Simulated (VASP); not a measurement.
A run of VASP 6.6.1 is set up as follows.

Contents of INCAR:

```
SYSTEM = Zn2InGaO5
ALGO = Normal
EDIFF = 1E-6
ENCUT = 520
GGA = PS
ISIF = 2
ISMEAR = 0
LASPH = .True.
LCHARG = .False.
LREAL = Auto
LWAVE = .False.
NBANDS = 95
NELM = 60
PREC = Accurate
SIGMA = 0.02
```

KPOINTS

```
k-points
0
Gamma
  12 12 2
  0 0 0
```

The input POSCAR:

```
Zn2InGaO5
1.0
    3.3025786221      0.0000000000      0.0000000000
   -1.6512893111      2.8601169848      0.0000000000
    0.0000000000      0.0000000000     22.3580694762
Zn In Ga O
4 2 2 10
Direct
    0.3333333333      0.6666666667      0.6356265920
    0.3333333333      0.6666666667      0.8643734080
    0.6666666667      0.3333333333      0.1356265920
    0.6666666667      0.3333333333      0.3643734080
    0.0000000000      0.0000000000      0.5000000000
    0.0000000000      0.0000000000      0.0000000000
    0.0000000000      0.0000000000      0.7500000000
    0.0000000000      0.0000000000      0.2500000000
    0.3333333333      0.6666666667      0.5482242972
    0.0000000000      0.0000000000      0.6620263169
    0.3333333333      0.6666666667      0.7500000000
    0.0000000000      0.0000000000      0.8379736831
    0.3333333333      0.6666666667      0.9517757028
    0.6666666667      0.3333333333      0.0482242972
    0.0000000000      0.0000000000      0.1620263169
    0.6666666667      0.3333333333      0.2500000000
    0.0000000000      0.0000000000      0.3379736831
    0.6666666667      0.3333333333      0.4517757028
```

Potentials or basis: VASP PAW PBE potentials, release 64 (Zn, In_d, Ga_d, O).

Launch:

```console
$ cat potpaw_PBE.64/Zn/POTCAR potpaw_PBE.64/In_d/POTCAR potpaw_PBE.64/Ga_d/POTCAR potpaw_PBE.64/O/POTCAR > POTCAR
$ mpirun -np 1 vasp_std > vasp.out
```

**Question.** What does it give for the largest force?

**Answer.** 0.022 eV/Å.

**Question.** Predict the pressure.

**Answer.** 0.7 GPa.

**Question.** Predict the band gap on the k mesh.

**Answer.** 1.23 eV.

Forces in eV/Å, atoms in the order of the input:
```
Zn   0.000  0.000  0.001
Zn   0.000  0.000 -0.001
Zn   0.000  0.000  0.001
Zn   0.000  0.000 -0.001
In   0.000  0.000  0.000
In   0.000  0.000  0.000
Ga   0.000  0.000  0.000
Ga   0.000  0.000  0.000
O    0.000  0.000 -0.016
O    0.000  0.000  0.022
O    0.000  0.000  0.000
O    0.000  0.000 -0.022
O    0.000  0.000  0.016
O    0.000  0.000 -0.016
O    0.000  0.000  0.022
O    0.000  0.000  0.000
O    0.000  0.000 -0.022
O    0.000  0.000  0.016
```

Caveat: the PAW data sets were made with another functional, which shifts forces and pressure a little; spin-orbit coupling is left out, which moves the levels of the heavy elements. A k mesh can miss the band edges.
